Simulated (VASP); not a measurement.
Input of a VASP 6.6.1 run:

The input INCAR:

```
SYSTEM = V2N3
  ALGO = Normal
  EDIFF = 1E-7
  ENCUT = 520
  GGA = PS
  ISIF = 2
  ISMEAR = 0
  LASPH = .True.
  LCHARG = .False.
  LREAL = .False.
  LWAVE = .False.
  NBANDS = 28
  NELM = 60
  PREC = Accurate
  SIGMA = 0.15
```

The input KPOINTS:

```
k-points
0
Gamma
  18 18 8
  0 0 0
```

POSCAR

```
V2N3
1.0
    2.6546965791      0.0000000000      0.0000000000
   -1.3273482895      2.2990346768      0.0000000000
    0.0000000000      0.0000000000      6.1963538749
V N
2 3
Direct
    0.6666666667      0.3333333333      0.3021155180
    0.3333333333      0.6666666667      0.6978844820
    0.0000000000      0.0000000000      0.5000000000
    0.0000000000      0.0000000000      0.1074399115
    0.0000000000      0.0000000000      0.8925600885
```

Potentials or basis: VASP PAW PBE potentials, release 64 (V_sv, N).

Command:

```bash
$ cat potpaw_PBE.64/V_sv/POTCAR potpaw_PBE.64/N/POTCAR > POTCAR
$ mpirun -np 1 vasp_std > vasp.out
```

Problem. Estimate the pressure.

Solution. 34.1 GPa.

Problem. Predict the band gap on the k mesh.

Solution. Zero (an odd number of electrons rules out a gap without spin polarisation).

Problem. Predict the largest force.

Solution. 0.600 eV/Å.

Forces on the atoms (eV/Å):
```
V    0.000  0.000 -0.240
V    0.000  0.000  0.240
N    0.000  0.000  0.000
N    0.000  0.000 -0.600
N    0.000  0.000  0.600
```

Caveat: the cell differs from its parent crystal (strain -0.0450 x Voigt [1, 1, 0, 0, 0, 0]); the cell stands under pressure; the PAW data sets were made with another functional, which shifts forces and pressure a little; the run has no spin polarisation, though such a crystal can be magnetic.
